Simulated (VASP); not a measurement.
# RuCl2 (P-3m1) in VASP: notebook

Runs on RuCl2. Level: PBE. Tasks: single point.

Program: VASP 6.6.1. These are calculated values, not measurements. Logs are shortened: lines on timing, memory, paths and dates and some standing lists are left out, and cuts for length are marked.

## (1) The cell of the first run

It takes space group P-3m1 (No. 164, trigonal). Conventional cell: a = 3.477 Å, b = 3.477 Å, c = 5.609 Å, α = 90.00°, β = 90.00°, γ = 120.00°. Ru (site symmetry -3m) has 6 Cl at 2.46 Å within 3.2 Å. Within 3.2 Å of Cl (site symmetry 3m) lie 3 Ru at 2.46 Å.

## (2) Single point, PBE

Input file INCAR:

```
ALGO = Normal
EDIFF = 1E-6
ENCUT = 520
GGA = PE
ISIF = 2
ISMEAR = -1
LASPH = True
LCHARG = False
LREAL = False
LWAVE = False
NBANDS = 21
NELM = 100
PREC = Accurate
SIGMA = 0.05
```

Input file KPOINTS:

```
k-points
0
Gamma
  9 9 5
```

Input file POSCAR:

```
RuCl2
1.0
    3.4772279742      0.0000000000      0.0000000000
   -1.7386139871      3.0113677563      0.0000000000
    0.0000000000      0.0000000000      5.6094904024
Ru Cl
1 2
Direct
    0.0000000000      0.0000000000      0.0000000000
    0.3333333333      0.6666666667      0.2520000000
    0.6666666667      0.3333333333      0.7480000000
```

Potentials or basis: VASP PAW PBE potentials, release 64 (Ru_pv, Cl).

The run is started by

```bash
$ cat potpaw_PBE.64/Ru_pv/POTCAR potpaw_PBE.64/Cl/POTCAR > POTCAR
$ mpirun -np 1 vasp_std > vasp.out
```

OUTCAR:

```text
EDIFF = 1E-6
   ENCUT = 520
   GGA = PE
   ISIF = 2
   ISMEAR = -1
   LASPH = True
   LREAL = False
   NELM = 100
   PREC = Accurate

 ion  position               nearest neighbor table
   1  0.000  0.000  0.000-   2 2.46   3 2.46   3 2.46   2 2.46   3 2.46   2 2.46
   2  0.333  0.667  0.252-   1 2.46   1 2.46   1 2.46
   3  0.667  0.333  0.748-   1 2.46   1 2.46   1 2.46

  LATTYP: Found a hexagonal cell.
 ALAT       =     3.4772279742
 C/A-ratio  =     1.6132075446

  Lattice vectors:

 A1 = (   3.4772279742,   0.0000000000,   0.0000000000)
 A2 = (  -1.7386139871,   3.0113677563,   0.0000000000)
 A3 = (   0.0000000000,   0.0000000000,   5.6094904024)

Analysis of symmetry for initial positions (statically):
=====================================================================
 Subroutine PRICEL returns:
 Original cell was already a primitive cell.

 Routine SETGRP: Setting up the symmetry group for a
 hexagonal supercell.

 Subroutine GETGRP returns: Found 12 space group operations
 (whereof 12 operations were pure point group operations)
 out of a pool of 24 trial point group operations.

The static configuration has the point symmetry D_3d.

Analysis of symmetry for dynamics (positions and initial velocities):
=====================================================================
 Subroutine PRICEL returns:
 Original cell was already a primitive cell.

 Routine SETGRP: Setting up the symmetry group for a
 hexagonal supercell.

 Subroutine GETGRP returns: Found 12 space group operations
 (whereof 12 operations were pure point group operations)
 out of a pool of 24 trial point group operations.

The dynamic configuration has the point symmetry D_3d.

 Subroutine INISYM returns: Found 12 space group operations
 (whereof 12 operations are pure point group operations),
 and found     1 'primitive' translations

----------------------------------------------------------------------------------------

                                     Primitive cell

  volume of cell :      58.7382

  direct lattice vectors                    reciprocal lattice vectors
     3.477227974  0.000000000  0.000000000     0.287585401  0.166037509  0.000000000
    -1.738613987  3.011367756  0.000000000     0.000000000  0.332075017  0.000000000
     0.000000000  0.000000000  5.609490402     0.000000000  0.000000000  0.178269313

  length of vectors
     3.477227974  3.477227971  5.609490402     0.332075017  0.332075017  0.178269313

  position of ions in fractional coordinates (direct lattice)
     0.000000000  0.000000000  0.000000000
     0.333333333  0.666666667  0.252000000
     0.666666667  0.333333333  0.748000000

  ion indices of the primitive-cell ions
   primitive index   ion index
                 1           1
                 2           2
                 3           3

----------------------------------------------------------------------------------------

 KPOINTS: k-points

Automatic generation of k-mesh.
 Grid dimensions read from file:
 generate k-points for:    9    9    5

 Generating k-lattice:

  Cartesian coordinates                     Fractional coordinates (reciprocal lattice)
     0.031953933  0.018448612  0.000000000     0.111111111 -0.000000000  0.000000000
     0.000000000  0.036897224  0.000000000     0.000000000  0.111111111  0.000000000
     0.000000000  0.000000000  0.035653863     0.000000000  0.000000000  0.200000000

  Length of vectors
     0.036897224  0.036897224  0.035653863

  Shift w.r.t. Gamma in fractional coordinates (k-lattice)
     0.000000000  0.000000000  0.000000000

 Subroutine IBZKPT returns following result:
 ===========================================

 Found     50 irreducible k-points:

 Following reciprocal coordinates:
            Coordinates               Weight
  0.000000  0.000000  0.000000      1.000000
  0.111111  0.000000  0.000000      6.000000
  0.222222  0.000000  0.000000      6.000000
  0.333333  0.000000  0.000000      6.000000
  0.444444  0.000000  0.000000      6.000000
  0.111111  0.111111  0.000000      6.000000
[... 16 lines left out ...]
  0.222222  0.111111  0.200000     12.000000
 -0.111111  0.333333  0.200000     12.000000
 [... further k-points ...]
   k-points           NKPTS =     50   k-points in BZ     NKDIM =     50   number of bands    NBANDS=     21
   number of dos      NEDOS =    301   number of ions     NIONS =      3
   total plane-waves  NPLWV =  32928
   dimension x,y,z NGX =    28 NGY =   28 NGZ =   42
   dimension x,y,z NGXF=    56 NGYF=   56 NGZF=   84
   ions per type =               1   2
   NGX,Y,Z   is equivalent  to a cutoff of  13.39, 13.39, 12.45 a.u.
   NGXF,Y,Z  is equivalent  to a cutoff of  26.77, 26.77, 24.89 a.u.
 SYSTEM =  unknown system
   PREC   = accura    normal or accurate (medium, high low for compatibility)
   ISTART =      0    job   : 0-new  1-cont  2-samecut
   ICHARG =      2    charge: 1-file 2-atom 10-const
   ISPIN  =      1    spin polarized calculation?
   LNONCOLLINEAR =      F non collinear calculations
   LSORBIT =      F    spin-orbit coupling
   LASPH  =      T    aspherical Exc in radial PAW
   ENCUT  =  520.0 eV  38.22 Ry    6.18 a.u.   6.47  6.47 10.43*2*pi/ulx,y,z
   NELM   =    100;   NELMIN=  2; NELMDL= -5     # of ELM steps
   EDIFF  = 0.1E-05   stopping-criterion for ELM
   LREAL  =      F    real-space projection
   EDIFFG = 0.1E-04   stopping-criterion for IOM
   NSW    =      0    number of steps for IOM
   IBRION =     -1    ionic relax: 0-MD 1-quasi-New 2-CG
   NFREE  =      0    steps in history (QN), initial steepest desc. (CG)
   ISIF   =      2    stress and relaxation
   ISYM   =      2    0-nonsym 1-usesym 2-fastsym
   POTIM  = 0.5000    time-step for ionic-motion
   TEBEG  =    0.0;   TEEND  =   0.0 temperature during run
   PSTRESS=    0.0 pullay stress
   NELECT =      28.0000    total number of electrons
   NUPDOWN=      -1.0000    fix difference up-down
   EMIN   =  10.00;   EMAX   =-10.00  energy-range for DOS
   EFERMI =   0.00;   METHOD = LEGACY
   ISMEAR =    -1;   SIGMA  =   0.05  broadening in eV -4-tet -1-fermi 0-gaus
   EFERMI_NEDOS =   21; number of points for ismear=-14 and -15
   IALGO  =     38    algorithm
   IMIX   =      4    mixing-type and parameters
     AMIX     =   0.40;   BMIX     =  1.00
     AMIX_MAG =   1.60;   BMIX_MAG =  1.00
  volume/ion in A,a.u.               =      19.58       132.13
  Fermi-wavevector in a.u.,A,eV,Ry     =   1.278853  2.416682 22.251862  1.635466
  Thomas-Fermi vector in A             =   2.411372
   LORBIT       =      0    0 simple, 1 ext, 2 COOP (PROOUT), +10 PAW based schemes
   GGA     = PE    functional components
   LHFCALC =     F    Hartree Fock is set to
   AEXX    =    0.0000 exact exchange contribution
   IVDW    =     0    specifies the selected vdW correction
   LEPSILON=     F    determine dielectric tensor
   LRPA    =     F    only Hartree local field effects (RPA)
 non-spin polarized calculation
  energy-cutoff  :      520.00
  volume of cell :       58.74
 maximum number of plane-waves:      1599
 NGX is ok and might be reduce to    28
   NGX = 13   NGY = 13   NGZ = 21

 number of electron      28.0000002 magnetization

 Free energy of the ion-electron system (eV)
  ---------------------------------------------------
  ext. energy  EPLUGINS =         0.00000000
  ---------------------------------------------------
  free energy    TOTEN  =       -13.45523350 eV

  energy without entropy =      -13.45507299  energy(sigma->0) =      -13.45515325

 E-fermi :   6.2268     XC(G=0): -10.1695

 val. band max:        5.8658004747   @ k =   0.0000   0.4444   0.2000
 cond. band min:       6.5185098954   @ k =   0.0000   0.2222   0.4000
 fundamental gap:      0.6527094207
 Fermi energy:         6.2267703292

 k-point     1 :       0.0000    0.0000    0.0000
  band No.  band energies     occupation
      1     -36.4488      2.00000
      2     -36.3040      2.00000
      3     -36.3040      2.00000
      4     -11.6306      2.00000
      5     -10.6068      2.00000
      6      -1.3162      2.00000
[... 13 lines left out ...]
     20      14.8926      0.00000
     21      16.8988      0.00000

 k-point     2 :       0.1111    0.0000    0.0000
  band No.  band energies     occupation
      1     -36.4475      2.00000
      2     -36.3113      2.00000
      3     -36.3058      2.00000
      4     -11.5403      2.00000
      5     -10.6020      2.00000
      6      -1.1640      2.00000
[... 13 lines left out ...]
     20      15.3034      0.00000
     21      16.0208      0.00000

 k-point     3 :       0.2222    0.0000    0.0000
  band No.  band energies     occupation
      1     -36.4444      2.00000
      2     -36.3296      2.00000
      3     -36.3101      2.00000
      4     -11.2988      2.00000
      5     -10.5920      2.00000
      6      -0.7516      2.00000
[... 13 lines left out ...]
     20      14.5450      0.00000
     21      16.1035      0.00000

 k-point     4 :       0.3333    0.0000    0.0000
  band No.  band energies     occupation
      1     -36.4408      2.00000
      2     -36.3503      2.00000
      3     -36.3151      2.00000
      4     -10.9935      2.00000
      5     -10.5889      2.00000
      6      -0.5474      2.00000
[... 13 lines left out ...]
     20      14.9883      0.00000
     21      15.3857      0.00000

 k-point     5 :       0.4444    0.0000    0.0000
  band No.  band energies     occupation
      1     -36.4385      2.00000
      2     -36.3638      2.00000
      3     -36.3184      2.00000
      4     -10.7485      2.00000
      5     -10.6169      2.00000
      6      -1.1228      2.00000
[... 13 lines left out ...]
     20      14.7547      0.00000
     21      15.2655      0.00000
[... 382 lines left out ...]
     20      14.6819      0.00000
     21      15.1603      0.00000

 k-point    22 :       0.1111    0.1111    0.2000
  band No.  band energies     occupation
      1     -36.4454      2.00000
      2     -36.3234      2.00000
      3     -36.3095      2.00000
      4     -11.3126      2.00000
      5     -10.6710      2.00000
      6      -0.7494      2.00000
[... 13 lines left out ...]
     20      14.6330      0.00000
     21      15.7782      0.00000

 k-point    23 :       0.2222    0.1111    0.2000
  band No.  band energies     occupation
      1     -36.4420      2.00000
      2     -36.3414      2.00000
      3     -36.3157      2.00000
      4     -11.0400      2.00000
      5     -10.6544      2.00000
      6      -0.4383      2.00000
[... 13 lines left out ...]
     20      14.3494      0.00000
     21      14.8017      0.00000

 k-point    24 :      -0.1111    0.3333    0.2000
  band No.  band energies     occupation
      1     -36.4420      2.00000
      2     -36.3414      2.00000
      3     -36.3157      2.00000
      4     -11.0685      2.00000
      5     -10.6202      2.00000
      6      -0.6139      2.00000
[... 13 lines left out ...]
     20      14.4549      0.00000
     21      15.6166      0.00000

 [... further k-points ...]

------------------------ aborting loop because EDIFF is reached ----------------------------------------

  FORCE on cell =-STRESS in cart. coord.  units (eV):
  Direction    XX          YY          ZZ          XY          YZ          ZX
  --------------------------------------------------------------------------------------
  -------------------------------------------------------------------------------------
  Total        0.1697072      0.1697072     -2.1980101      0.0000000      0.0000000      0.0000000
  in kB        4.6290357      4.6290357    -59.9542394      0.0000000      0.0000000      0.0000000
  external PRESSURE =     -16.8987227 kB  Pullay stress =       0.0000000 kB

 VOLUME and BASIS-vectors are now :
 -----------------------------------------------------------------------------
  energy-cutoff  :      520.00
  volume of cell :       58.74
      direct lattice vectors                 reciprocal lattice vectors
     3.477227974  0.000000000  0.000000000     0.287585401  0.166037509  0.000000000
    -1.738613987  3.011367756  0.000000000     0.000000000  0.332075017  0.000000000
     0.000000000  0.000000000  5.609490402     0.000000000  0.000000000  0.178269313

 POSITION                                       TOTAL-FORCE (eV/Angst)
 -----------------------------------------------------------------------------------
      0.00000      0.00000      0.00000        -0.000000      0.000000      0.000000
     -0.00000      2.00758      1.41359         0.000000     -0.000000     -1.245511
      1.73861      1.00379      4.19590        -0.000000      0.000000      1.245511
 -----------------------------------------------------------------------------------
    total drift:                                0.000000     -0.000000      0.000000

  FREE ENERGIE OF THE ION-ELECTRON SYSTEM (eV)
  ---------------------------------------------------
  free  energy   TOTEN  =       -13.4552334974 eV

  energy  without entropy=      -13.4550729931  energy(sigma->0) =      -13.45515325
```

Wall time 84 s (1 thread of AMD EPYC 7R43 (Zen 3), shared host); peak memory 0.17 GiB.

What came out:

```
Free energy            : -13.4552 eV
Pressure               : -1.7 GPa
Largest force          : 1.246 eV/Å
Band gap on the k mesh : 0.65 eV (least direct gap 0.85 eV)
```

Forces in eV/Å, atoms in the order of the input:
```
Ru   0.000  0.000  0.000
Cl   0.000  0.000 -1.246
Cl   0.000  0.000  1.246
```

Levels at points of the mesh, in eV from the valence-band top:
```
           k point  band 10  band 11  band 12  band 13  band 14  band 15  band 16  band 17  band 18  band 19
(0.00, 0.00, 0.00)    -3.39    -3.25    -1.28    -1.28    -0.92     1.00     1.00     3.60     4.92     9.03
```

Caveat: an odd mesh through Γ misses points on the zone boundary, where band edges can lie; forces of over 1 eV/Å act on the atoms, so gaps and moduli don't describe the material at rest.

## (3) Single point, PBE

This run uses another cell than the first one, of 20.00 Å³/atom.

Input file INCAR:

```
SYSTEM = RuCl2
  PREC = Accurate
  ENCUT = 520
  EDIFF = 1E-7
  ISMEAR = -1
  SIGMA = 0.05
  LREAL = .False.
  LASPH = .True.
  NELM = 60
  ALGO = Normal
  ISIF = 2
  LWAVE = .False.
  LCHARG = .False.
  GGA = PE
  NBANDS = 21
```

Input file KPOINTS:

```
regular mesh
0
Gamma
  9 9 5
  0 0 0
```

Input file POSCAR:

```
RuCl2
1.0
    3.5017163020      0.0000000000      0.0000000000
   -1.7508581510      3.0325752702      0.0000000000
    0.0000000000      0.0000000000      5.6489951575
Ru Cl
1 2
Direct
    0.0000000000      0.0000000000      0.0000000000
    0.3333333333      0.6666666667      0.2520000000
    0.6666666667      0.3333333333      0.7480000000
```

Potentials or basis: VASP PAW PBE potentials, release 64 (Ru_pv, Cl).

The run is started by

```bash
$ cat potpaw_PBE.64/Ru_pv/POTCAR potpaw_PBE.64/Cl/POTCAR > POTCAR
$ mpirun -np 1 vasp_std > vasp.out
```

Wall time 61 s (1 thread of AMD EPYC 7R43 (Zen 3), shared host); peak memory 0.17 GiB.

It converged, with:

```yaml
Free_energy: -13.4363 eV
Pressure: -3.3 GPa
Largest_force: 1.383 eV/Å
Band_gap_on_the_k_mesh: 0.63 eV (least direct gap 0.83 eV)
```

Forces on the atoms (eV/Å):
```
Ru   0.000  0.000  0.000
Cl   0.000  0.000 -1.383
Cl   0.000  0.000  1.383
```

Stress tensor (GPa, compression positive):
```
-1.35  0.00  0.00
 0.00 -1.35  0.00
 0.00  0.00 -7.27
```

Levels at points of the mesh, in eV from the valence-band top:
| k point | band 12 | band 13 | band 14 | band 15 | band 16 | band 17 |
| --- | --- | --- | --- | --- | --- | --- |
| (0.00, 0.00, 0.00) | -1.22 | -1.22 | -0.88 | 0.97 | 0.97 | 3.51 |

Caveat: the cell stands under tension; an odd mesh through Γ misses points on the zone boundary, where band edges can lie; forces of over 1 eV/Å act on the atoms, so gaps and moduli don't describe the material at rest.
